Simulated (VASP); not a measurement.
# AlN (P6_3mc) in VASP: relaxation of cell and atoms with r2SCAN

Aim: the relaxation of cell and atoms of AlN with r2SCAN.

All numbers are computed with VASP 6.6.1; they aren't measurements. Logs are shortened: lines on timing, memory, paths and dates and some standing lists are left out, and cuts for length are marked.

### 1 The cell of the first run

Symmetry: P6_3mc, No. 186, hexagonal system. The conventional cell has a = 3.130 Å, b = 3.130 Å, c = 5.018 Å, α = 90.00°, β = 90.00°, γ = 120.00°. Within 2.5 Å of Al (site symmetry 3m) lie 4 N at 1.90 to 1.91 Å. Within 2.5 Å of N (site symmetry 3m) lie 4 Al at 1.90 to 1.91 Å.

### 2 Relaxation of cell and atoms, r2SCAN

Input file POSCAR:

```
AlN
1.0
    3.1302469295      0.0000000000      0.0000000000
   -1.5651234647      2.7108733610      0.0000000000
    0.0000000000      0.0000000000      5.0179926469
Al N
2 2
Direct
    0.3333333333      0.6666666667     -0.0007707944
    0.6666666667      0.3333333333      0.4992292056
    0.3333333333      0.6666666667      0.3807707944
    0.6666666667      0.3333333333      0.8807707944
```

Input file INCAR.step1:

```
SYSTEM = AlN
PREC = Accurate
ENCUT = 600
ISMEAR = -1
SIGMA = 0.02
LREAL = .False.
LASPH = .True.
NELM = 60
GGA = PE
ALGO = Normal
EDIFF = 1E-4
LWAVE = .True.
LCHARG = .False.
```

Input file INCAR.step2:

```
SYSTEM = AlN
PREC = Accurate
ENCUT = 600
EDIFF = 1E-6
ISMEAR = -1
SIGMA = 0.02
LREAL = .False.
LASPH = .True.
NELM = 60
ALGO = Normal
ISIF = 3
LWAVE = .False.
LCHARG = .False.
METAGGA = R2SCAN
LMIXTAU = .True.
IBRION = 2
NSW = 80
EDIFFG = -0.005
ISTART = 1
```

Input file KPOINTS:

```
Automatic mesh
0
Gamma
  12 12 6
  0 0 0
```

Potentials or basis: VASP PAW PBE potentials, release 64 (Al, N).

On the command line:

```
$ cat potpaw_PBE.64/Al/POTCAR potpaw_PBE.64/N/POTCAR > POTCAR
$ cp INCAR.step1 INCAR
$ mpirun -np 1 vasp_std > vasp.out
$ cp INCAR.step2 INCAR
$ mpirun -np 1 vasp_std > vasp.out
```

OUTCAR:

```text
SYSTEM = AlN
   PREC = Accurate
   ENCUT = 600
   EDIFF = 1E-6
   ISMEAR = -1
   LREAL = .False.
   LASPH = .True.
   NELM = 60
   ISIF = 3
   METAGGA = R2SCAN
   IBRION = 2
   NSW = 80
   EDIFFG = -0.005
   ISTART = 1

 ion  position               nearest neighbor table
   1  0.333  0.667  0.999-   4 1.90   4 1.90   4 1.90   3 1.91   2 3.09   2 3.09   2 3.09   2 3.09
                             2 3.09   2 3.09
   2  0.667  0.333  0.499-   3 1.90   3 1.90   3 1.90   4 1.91   1 3.09   1 3.09   1 3.09   1 3.09
                             1 3.09   1 3.09
   3  0.333  0.667  0.381-   2 1.90   2 1.90   2 1.90   1 1.91
   4  0.667  0.333  0.881-   1 1.90   1 1.90   1 1.90   2 1.91

  LATTYP: Found a hexagonal cell.
 ALAT       =     3.1302469295
 C/A-ratio  =     1.6030660711

  Lattice vectors:

 A1 = (   3.1302469295,   0.0000000000,   0.0000000000)
 A2 = (  -1.5651234647,   2.7108733610,   0.0000000000)
 A3 = (   0.0000000000,   0.0000000000,   5.0179926469)

Analysis of symmetry for initial positions (statically):
=====================================================================
 Subroutine PRICEL returns:
 Original cell was already a primitive cell.

 Routine SETGRP: Setting up the symmetry group for a
 hexagonal supercell.

 Subroutine GETGRP returns: Found 12 space group operations
 (whereof  6 operations were pure point group operations)
 out of a pool of 24 trial point group operations.

The static configuration has the point symmetry C_3v.
 The point group associated with its full space group is C_6v.

Analysis of symmetry for dynamics (positions and initial velocities):
=====================================================================
 Subroutine PRICEL returns:
 Original cell was already a primitive cell.

 Routine SETGRP: Setting up the symmetry group for a
 hexagonal supercell.

 Subroutine GETGRP returns: Found 12 space group operations
 (whereof  6 operations were pure point group operations)
 out of a pool of 24 trial point group operations.

The dynamic configuration has the point symmetry C_3v.
 The point group associated with its full space group is C_6v.

 Subroutine INISYM returns: Found 12 space group operations
 (whereof  6 operations are pure point group operations),
 and found     1 'primitive' translations

----------------------------------------------------------------------------------------

                                     Primitive cell

  volume of cell :      42.5812

  direct lattice vectors                    reciprocal lattice vectors
     3.130246930  0.000000000  0.000000000     0.319463615  0.184442404  0.000000000
    -1.565123465  2.710873361  0.000000000     0.000000000  0.368884808  0.000000000
     0.000000000  0.000000000  5.017992647     0.000000000  0.000000000  0.199282875

  length of vectors
     3.130246930  3.130246929  5.017992647     0.368884808  0.368884808  0.199282875

  position of ions in fractional coordinates (direct lattice)
     0.333333333  0.666666667  0.999229206
     0.666666667  0.333333333  0.499229206
     0.333333333  0.666666667  0.380770794
     0.666666667  0.333333333  0.880770794

  ion indices of the primitive-cell ions
   primitive index   ion index
                 1           1
                 2           2
                 3           3
                 4           4

----------------------------------------------------------------------------------------

 KPOINTS: Automatic mesh

Automatic generation of k-mesh.
 Grid dimensions read from file:
 generate k-points for:   12   12    6

 Generating k-lattice:

  Cartesian coordinates                     Fractional coordinates (reciprocal lattice)
     0.026621968  0.015370200  0.000000000     0.083333333  0.000000000  0.000000000
     0.000000000  0.030740401  0.000000000     0.000000000  0.083333333  0.000000000
     0.000000000  0.000000000  0.033213812     0.000000000  0.000000000  0.166666667

  Length of vectors
     0.030740401  0.030740401  0.033213812

  Shift w.r.t. Gamma in fractional coordinates (k-lattice)
     0.000000000  0.000000000  0.000000000

 Subroutine IBZKPT returns following result:
 ===========================================

 Found     76 irreducible k-points:

 Following reciprocal coordinates:
            Coordinates               Weight
  0.000000  0.000000  0.000000      1.000000
  0.083333  0.000000  0.000000      6.000000
  0.166667 -0.000000  0.000000      6.000000
  0.250000  0.000000  0.000000      6.000000
  0.333333  0.000000  0.000000      6.000000
  0.416667 -0.000000  0.000000      6.000000
[... 16 lines left out ...]
  0.250000  0.000000  0.166667     12.000000
  0.333333  0.000000  0.166667     12.000000
 [... further k-points ...]
   k-points           NKPTS =     76   k-points in BZ     NKDIM =     76   number of bands    NBANDS=     12
   number of dos      NEDOS =    301   number of ions     NIONS =      4
   total plane-waves  NPLWV =  31360
   dimension x,y,z NGX =    28 NGY =   28 NGZ =   40
   dimension x,y,z NGXF=    56 NGYF=   56 NGZF=   80
   ions per type =               2   2
   NGX,Y,Z   is equivalent  to a cutoff of  14.87, 14.87, 13.25 a.u.
   NGXF,Y,Z  is equivalent  to a cutoff of  29.74, 29.74, 26.50 a.u.
 SYSTEM =  AlN
   PREC   = accura    normal or accurate (medium, high low for compatibility)
   ISTART =      1    job   : 0-new  1-cont  2-samecut
   ICHARG =      0    charge: 1-file 2-atom 10-const
   ISPIN  =      1    spin polarized calculation?
   LNONCOLLINEAR =      F non collinear calculations
   LSORBIT =      F    spin-orbit coupling
   LASPH  =      T    aspherical Exc in radial PAW
   ENCUT  =  600.0 eV  44.10 Ry    6.64 a.u.   6.25  6.25 10.02*2*pi/ulx,y,z
   NELM   =     60;   NELMIN=  2; NELMDL=  0     # of ELM steps
   EDIFF  = 0.1E-05   stopping-criterion for ELM
   LREAL  =      F    real-space projection
   EDIFFG = -.5E-02   stopping-criterion for IOM
   NSW    =     80    number of steps for IOM
   IBRION =      2    ionic relax: 0-MD 1-quasi-New 2-CG
   NFREE  =      1    steps in history (QN), initial steepest desc. (CG)
   ISIF   =      3    stress and relaxation
   ISYM   =      2    0-nonsym 1-usesym 2-fastsym
   POTIM  = 0.5000    time-step for ionic-motion
   TEBEG  =    0.0;   TEEND  =   0.0 temperature during run
   PSTRESS=    0.0 pullay stress
   NELECT =      16.0000    total number of electrons
   NUPDOWN=      -1.0000    fix difference up-down
   EMIN   =  10.00;   EMAX   =-10.00  energy-range for DOS
   EFERMI =   0.00;   METHOD = LEGACY
   ISMEAR =    -1;   SIGMA  =   0.02  broadening in eV -4-tet -1-fermi 0-gaus
   EFERMI_NEDOS =   21; number of points for ismear=-14 and -15
   IALGO  =     38    algorithm
   IMIX   =      4    mixing-type and parameters
     AMIX     =   0.40;   BMIX     =  1.00
     AMIX_MAG =   1.60;   BMIX_MAG =  1.00
  volume/ion in A,a.u.               =      10.65        71.84
  Fermi-wavevector in a.u.,A,eV,Ry     =   1.181342  2.232412 18.987859  1.395568
  Thomas-Fermi vector in A             =   2.317617
   LORBIT       =      0    0 simple, 1 ext, 2 COOP (PROOUT), +10 PAW based schemes
   METAGGA = R2SCAN    functional components
   LHFCALC =     F    Hartree Fock is set to
   AEXX    =    0.0000 exact exchange contribution
   IVDW    =     0    specifies the selected vdW correction
   LEPSILON=     F    determine dielectric tensor
   LRPA    =     F    only Hartree local field effects (RPA)
 conjugate gradient relaxation of ions
 non-spin polarized calculation
  energy-cutoff  :      600.00
  volume of cell :       42.58
 maximum number of plane-waves:      1448
 NGX is ok and might be reduce to    28
   NGX = 13   NGY = 13   NGZ = 21

--------------------------------------- Ionic step        1  -------------------------------------------

 number of electron      15.9999999 magnetization

 Free energy of the ion-electron system (eV)
  ---------------------------------------------------
  ext. energy  EPLUGINS =         0.00000000
  ---------------------------------------------------
  free energy    TOTEN  =       -38.44015086 eV

  energy without entropy =      -38.44015086  energy(sigma->0) =      -38.44015086

------------------------ aborting loop because EDIFF is reached ----------------------------------------

  FORCE on cell =-STRESS in cart. coord.  units (eV):
  Direction    XX          YY          ZZ          XY          YZ          ZX
  --------------------------------------------------------------------------------------
  -------------------------------------------------------------------------------------
  Total       -1.3401140     -1.3401140     -1.2739814     -0.0000000      0.0000000      0.0000000
  in kB      -50.4236740    -50.4236740    -47.9353419     -0.0000000      0.0000000      0.0000000
  external PRESSURE =     -49.5942300 kB  Pullay stress =       0.0000000 kB
[... 213 lines left out ...]
  energy  without entropy=      -38.4562708991  energy(sigma->0) =      -38.45627090

--------------------------------------- Ionic step        7  -------------------------------------------

 number of electron      15.9999999 magnetization

 Free energy of the ion-electron system (eV)
  ---------------------------------------------------
  ext. energy  EPLUGINS =         0.00000000
  ---------------------------------------------------
  free energy    TOTEN  =       -38.45627865 eV

  energy without entropy =      -38.45627865  energy(sigma->0) =      -38.45627865

 E-fermi :   6.3317     XC(G=0): -11.4230

 val. band max:        5.9325837979   @ k =   0.0000   0.0000   0.0000
 cond. band min:      10.8646570709   @ k =   0.0000   0.0000   0.0000
 fundamental gap:      4.9320732730
 Fermi energy:         6.3317312631

 k-point     1 :       0.0000    0.0000    0.0000
  band No.  band energies     occupation
      1     -10.0582      2.00000
      2      -7.9317      2.00000
      3      -0.1439      2.00000
      4       5.0455      2.00000
      5       5.0455      2.00000
      6       5.7066      2.00000
      7       5.7066      2.00000
      8       5.9326      2.00000
      9      10.8647      0.00000
     10      13.4836      0.00000
     11      17.5588      0.00000
     12      17.9856      0.00000
[... 331 lines left out ...]
 k-point    24 :       0.3333    0.0000    0.1667
  band No.  band energies     occupation
      1      -8.7337      2.00000
      2      -7.5248      2.00000
      3       0.9614      2.00000
      4       1.9414      2.00000
      5       2.5516      2.00000
      6       4.1178      2.00000
      7       5.1291      2.00000
      8       5.2583      2.00000
      9      12.5115      0.00000
     10      13.3415      0.00000
     11      15.3057      0.00000
     12      17.0787      0.00000

 [... further k-points ...]

------------------------ aborting loop because EDIFF is reached ----------------------------------------

  FORCE on cell =-STRESS in cart. coord.  units (eV):
  Direction    XX          YY          ZZ          XY          YZ          ZX
  --------------------------------------------------------------------------------------
  -------------------------------------------------------------------------------------
  Total       -0.0058804     -0.0058804     -0.0073572     -0.0000000     -0.0000000      0.0000000
  in kB       -0.2267262     -0.2267262     -0.2836655     -0.0000000     -0.0000000      0.0000000
  external PRESSURE =      -0.2457060 kB  Pullay stress =       0.0000000 kB
[... 19 lines left out ...]
  FREE ENERGIE OF THE ION-ELECTRON SYSTEM (eV)
  ---------------------------------------------------
  free  energy   TOTEN  =       -38.4562786484 eV

  energy  without entropy=      -38.4562786484  energy(sigma->0) =      -38.45627865

 reached required accuracy - stopping structural energy minimisation
```

Run time: 19 min. Hardware: 1 thread of Intel Xeon 8259CL, shared host; peak memory 0.21 GiB.

Results:

```
Free energy                           : -38.4563 eV
Relaxed volume                        : 10.39 Å³/atom
Relaxed cell                          : a = 3.105 Å, b = 3.105 Å, c = 4.976 Å, α = 90.00°, β = 90.00°, γ = 120.00°
Space group after relaxing (to 0.1 Å) : P6_3mc (No. 186)
Energy gained by relaxing             : 4.0 meV/atom
Ionic steps                           : 7
Pressure after relaxing               : 0.0 GPa
Band gap on the k mesh                : 4.93 eV
```

Step by step:
```tsv
step	energy change (eV)	largest force (eV/Å)	pressure (GPa)	volume (Å³)
1	0.0000	0.0068	-4.96	42.58
2	-0.0002	0.0110	5.26	40.58
3	-0.0161	0.0023	-0.08	41.57
4	-0.0161	0.0025	0.03	41.55
5	-0.0161	0.0075	0.03	41.54
6	-0.0161	0.0077	0.03	41.54
7	-0.0161	0.0003	-0.02	41.55
```

Final structure:
```yaml
crystal:
  lattice:
    - [3.10533, 0.00000, 0.00000]
    - [-1.55266, 2.68929, 0.00000]
    - [0.00000, 0.00000, 4.97590]
  atoms:
    - { symbol: Al, position: [0.33333, 0.66667, 0.99916] }
    - { symbol: Al, position: [0.66667, 0.33333, 0.49916] }
    - { symbol: N, position: [0.33333, 0.66667, 0.38084] }
    - { symbol: N, position: [0.66667, 0.33333, 0.88084] }
```

Levels at points of the mesh, in eV from the valence-band top:
```csv
k point,band 5,band 6,band 7,band 8,band 9,band 10,band 11,band 12
"(0.00, 0.00, 0.00)",-0.89,-0.23,-0.23,0.00,4.93,7.55,11.63,12.05
"(0.50, 0.00, 0.00)",-3.39,-2.14,-1.77,-0.71,6.45,6.57,9.06,11.27
"(0.00, 0.00, 0.50)",-0.57,-0.57,-0.57,-0.57,7.27,7.27,11.33,11.33
"(0.50, 0.00, 0.50)",-1.50,-1.50,-1.39,-1.39,6.00,6.00,10.16,10.16
```

Caveat: the PAW data sets were made with another functional, which shifts forces and pressure a little.
